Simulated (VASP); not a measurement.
# Au (P6_3/mmc) in VASP: single point with PBEsol

Aim: the single point of Au with PBEsol.

All numbers are computed with VASP 6.6.1; they aren't measurements. Logs are shortened: lines on timing, memory, paths and dates and some standing lists are left out, and cuts for length are marked.

## (1) The cell of the first run

The structure is hexagonal, space group P6_3/mmc (No. 194). The conventional cell has a = 2.648 Å, b = 2.648 Å, c = 4.375 Å, α = 90.00°, β = 90.00°, γ = 120.00°. Within 3.5 Å of Au (site symmetry -6m2) lie 12 Au at 2.65 to 2.67 Å.

## (2) Single point, PBEsol

File INCAR:

```
SYSTEM = Au
PREC     = Accurate       ! precision mode
ENCUT    = 520            ! plane-wave cutoff, eV
EDIFF    = 1E-7           ! SCF threshold, eV
ISMEAR   = -1             ! smearing method
SIGMA    = 0.05           ! smearing width, eV
LREAL    = .False.        ! projectors in reciprocal space
LASPH    = .True.         ! aspherical terms in the spheres
NELM     = 60             ! most SCF steps
ALGO     = Normal         ! electronic algorithm
ISIF     = 2              ! what is computed and relaxed
LWAVE    = .False.        ! write WAVECAR
LCHARG   = .False.        ! write CHGCAR
GGA      = PS             ! functional
NBANDS   = 18             ! bands
```

File KPOINTS:

```
Automatic mesh
0
Gamma
  15 15 8
  0 0 0
```

File POSCAR:

```
Au
1.0
    2.6483991601      0.0000000000      0.0000000000
   -1.3241995800      2.2935809520      0.0000000000
    0.0000000000      0.0000000000      4.3752139780
Au
2
Direct
    0.3333333333      0.6666666667      0.2500000000
    0.6666666667      0.3333333333      0.7500000000
```

Potentials or basis: VASP PAW PBE potentials, release 64 (Au).

On the command line:

```sh
$ cat potpaw_PBE.64/Au/POTCAR > POTCAR
$ mpirun -np 1 vasp_std > vasp.out
```

OUTCAR:

```text
SYSTEM = Au
   PREC = Accurate
   ENCUT = 520
   EDIFF = 1E-7
   ISMEAR = -1
   LREAL = .False.
   LASPH = .True.
   NELM = 60
   ISIF = 2
   GGA = PS

 ion  position               nearest neighbor table
   1  0.333  0.667  0.250-   2 2.67   2 2.67   2 2.67   2 2.67   2 2.67   2 2.67
   2  0.667  0.333  0.750-   1 2.67   1 2.67   1 2.67   1 2.67   1 2.67   1 2.67

  LATTYP: Found a hexagonal cell.
 ALAT       =     2.6483991601
 C/A-ratio  =     1.6520221136

  Lattice vectors:

 A1 = (   2.6483991601,   0.0000000000,   0.0000000000)
 A2 = (  -1.3241995800,   2.2935809520,   0.0000000000)
 A3 = (   0.0000000000,   0.0000000000,   4.3752139780)

Analysis of symmetry for initial positions (statically):
=====================================================================
 Subroutine PRICEL returns:
 Original cell was already a primitive cell.

 Routine SETGRP: Setting up the symmetry group for a
 hexagonal supercell.

 Subroutine GETGRP returns: Found 24 space group operations
 (whereof 12 operations were pure point group operations)
 out of a pool of 24 trial point group operations.

The static configuration has the point symmetry D_3d.
 The point group associated with its full space group is D_6h.

Analysis of symmetry for dynamics (positions and initial velocities):
=====================================================================
 Subroutine PRICEL returns:
 Original cell was already a primitive cell.

 Routine SETGRP: Setting up the symmetry group for a
 hexagonal supercell.

 Subroutine GETGRP returns: Found 24 space group operations
 (whereof 12 operations were pure point group operations)
 out of a pool of 24 trial point group operations.

The dynamic configuration has the point symmetry D_3d.
 The point group associated with its full space group is D_6h.

 Subroutine INISYM returns: Found 24 space group operations
 (whereof 12 operations are pure point group operations),
 and found     1 'primitive' translations

----------------------------------------------------------------------------------------

                                     Primitive cell

  volume of cell :      26.5764

[... 75 lines left out ...]
   ions per type =               2
   NGX,Y,Z   is equivalent  to a cutoff of  12.55, 12.55, 13.68 a.u.
   NGXF,Y,Z  is equivalent  to a cutoff of  25.11, 25.11, 27.36 a.u.
 SYSTEM =  Au
   PREC   = accura    normal or accurate (medium, high low for compatibility)
   ISTART =      0    job   : 0-new  1-cont  2-samecut
   ICHARG =      2    charge: 1-file 2-atom 10-const
   ISPIN  =      1    spin polarized calculation?
   LNONCOLLINEAR =      F non collinear calculations
   LSORBIT =      F    spin-orbit coupling
   LASPH  =      T    aspherical Exc in radial PAW
   ENCUT  =  520.0 eV  38.22 Ry    6.18 a.u.   4.92  4.92  8.13*2*pi/ulx,y,z
   NELM   =     60;   NELMIN=  2; NELMDL= -5     # of ELM steps
   EDIFF  = 0.1E-06   stopping-criterion for ELM
   LREAL  =      F    real-space projection
   EDIFFG = 0.1E-05   stopping-criterion for IOM
   NSW    =      0    number of steps for IOM
   IBRION =     -1    ionic relax: 0-MD 1-quasi-New 2-CG
   NFREE  =      0    steps in history (QN), initial steepest desc. (CG)
   ISIF   =      2    stress and relaxation
   ISYM   =      2    0-nonsym 1-usesym 2-fastsym
   POTIM  = 0.5000    time-step for ionic-motion
   TEBEG  =    0.0;   TEEND  =   0.0 temperature during run
   PSTRESS=    0.0 pullay stress
   NELECT =      22.0000    total number of electrons
   NUPDOWN=      -1.0000    fix difference up-down
   EMIN   =  10.00;   EMAX   =-10.00  energy-range for DOS
   EFERMI =   0.00;   METHOD = LEGACY
   ISMEAR =    -1;   SIGMA  =   0.05  broadening in eV -4-tet -1-fermi 0-gaus
   EFERMI_NEDOS =   21; number of points for ismear=-14 and -15
   IALGO  =     38    algorithm
   IMIX   =      4    mixing-type and parameters
     AMIX     =   0.40;   BMIX     =  1.00
     AMIX_MAG =   1.60;   BMIX_MAG =  1.00
  volume/ion in A,a.u.               =      13.29        89.67
  Fermi-wavevector in a.u.,A,eV,Ry     =   1.537152  2.904796 32.148335  2.362836
  Thomas-Fermi vector in A             =   2.643701
   LORBIT       =      0    0 simple, 1 ext, 2 COOP (PROOUT), +10 PAW based schemes
   GGA     = PS    functional components
   LHFCALC =     F    Hartree Fock is set to
   AEXX    =    0.0000 exact exchange contribution
   IVDW    =     0    specifies the selected vdW correction
   LEPSILON=     F    determine dielectric tensor
   LRPA    =     F    only Hartree local field effects (RPA)
 non-spin polarized calculation
  energy-cutoff  :      520.00
  volume of cell :       26.58
 maximum number of plane-waves:       756
 NGX is ok and might be reduce to    20
   NGX =  9   NGY =  9   NGZ = 17

 number of electron      21.9999998 magnetization

 Free energy of the ion-electron system (eV)
  ---------------------------------------------------
  ext. energy  EPLUGINS =         0.00000000
  ---------------------------------------------------
  free energy    TOTEN  =        -6.30463079 eV

  energy without entropy =       -6.30201838  energy(sigma->0) =       -6.30332458

 E-fermi :  14.1365     XC(G=0): -14.4001

 val. band max:       14.1014606520   @ k =   0.4667   0.0667   0.2500
 cond. band min:      14.2279018085   @ k =   0.1333   0.1333   0.2500
 fundamental gap:      0.1264411565
 Fermi energy:        14.1365087188

 k-point     1 :       0.0000    0.0000    0.0000
  band No.  band energies     occupation
      1       1.1690      2.00000
      2       3.9914      2.00000
      3       7.6238      2.00000
      4       7.9016      2.00000
      5       7.9016      2.00000
      6       8.4328      2.00000
[... 481 lines left out ...]
      5       7.6625      2.00000
      6       7.9531      2.00000
[... 10 lines left out ...]
     17      27.8186      0.00000
     18      28.9605      0.00000

 [... further k-points ...]
[... 5 lines left out ...]
  --------------------------------------------------------------------------------------
  -------------------------------------------------------------------------------------
  Total       14.3590823     14.3590823     14.3521274      0.0000000      0.0000000      0.0000000
  in kB      865.6462544    865.6462544    865.2269725      0.0000000      0.0000000      0.0000000
  external PRESSURE =     865.5064938 kB  Pullay stress =       0.0000000 kB

 VOLUME and BASIS-vectors are now :
 -----------------------------------------------------------------------------
  energy-cutoff  :      520.00
  volume of cell :       26.58
      direct lattice vectors                 reciprocal lattice vectors
     2.648399160  0.000000000  0.000000000     0.377586587  0.217999718  0.000000000
    -1.324199580  2.293580952  0.000000000     0.000000000  0.435999435  0.000000000
     0.000000000  0.000000000  4.375213978     0.000000000  0.000000000  0.228560250

 POSITION                                       TOTAL-FORCE (eV/Angst)
 -----------------------------------------------------------------------------------
     -0.00000      1.52905      1.09380        -0.000000      0.000000      0.000000
      1.32420      0.76453      3.28141         0.000000     -0.000000      0.000000
 -----------------------------------------------------------------------------------
    total drift:                                0.000000     -0.000000      0.000000

  FREE ENERGIE OF THE ION-ELECTRON SYSTEM (eV)
  ---------------------------------------------------
  free  energy   TOTEN  =        -6.3046307877 eV

  energy  without entropy=       -6.3020183812  energy(sigma->0) =       -6.30332458
```

OSZICAR:

```text
N       E                     dE             d eps       ncg     rms          rms(c)
DAV:   1     0.130081509755E+03    0.13008E+03   -0.12065E+04  4876   0.123E+03
DAV:   2    -0.464339665049E+01   -0.13472E+03   -0.12936E+03  5188   0.283E+02
DAV:   3    -0.690783322687E+01   -0.22644E+01   -0.22534E+01  5536   0.371E+01
DAV:   4    -0.691676474975E+01   -0.89315E-02   -0.89307E-02  5470   0.241E+00
DAV:   5    -0.691682988731E+01   -0.65138E-04   -0.65136E-04  5450   0.214E-01    0.296E+01
DAV:   6    -0.641024873629E+01    0.50658E+00   -0.61771E-01  4998   0.773E+00    0.172E+01
DAV:   7    -0.631698654121E+01    0.93262E-01   -0.24884E-01  5162   0.495E+00    0.244E+00
DAV:   8    -0.630462833512E+01    0.12358E-01   -0.39686E-02  5066   0.189E+00    0.488E-01
DAV:   9    -0.630462384001E+01    0.44951E-05   -0.13832E-04  5524   0.103E-01    0.171E-02
DAV:  10    -0.630463054759E+01   -0.67076E-05   -0.27124E-06  5396   0.156E-02    0.126E-02
DAV:  11    -0.630463079298E+01   -0.24539E-06   -0.65473E-07  5432   0.709E-03    0.128E-03
DAV:  12    -0.630463078773E+01    0.52478E-08   -0.56634E-09  2650   0.691E-04
   1 F= -.63046308E+01 E0= -.63033246E+01  d E =-.261241E-02
```

stdout:

```text
POSCAR found type information on POSCAR Au
 POSCAR found :  1 types and       2 ions
 scaLAPACK will be used
 -----------------------------------------------------------------------------
|                                                                             |
|                                                                             |
|     You enforced a specific xc type in the INCAR file but a different       |
|     I HOPE YOU KNOW WHAT YOU ARE DOING!                                     |
|                                                                             |
 -----------------------------------------------------------------------------

 LDA part: xc-table for (Slater+PW92), standard interpolation
 POSCAR, INCAR and KPOINTS ok, starting setup
 FFT: planning ... GRIDC
 FFT: planning ... GRID_SOFT
 FFT: planning ... GRID
 WAVECAR not read
 entering main loop
```

Wall time 38 s (1 thread of Intel Xeon 6975P-C, shared host); peak memory 0.18 GiB.

What came out:

```yaml
Free_energy: -6.3046 eV
Pressure: 86.6 GPa
Band_gap_on_the_k_mesh: zero (band 11 reaches 19.38 eV, above the bottom of band 12 at 10.87 eV)
```

Caveat: the PAW data sets were made with another functional, which shifts forces and pressure a little; spin-orbit coupling is left out, which moves the levels of the heavy elements.
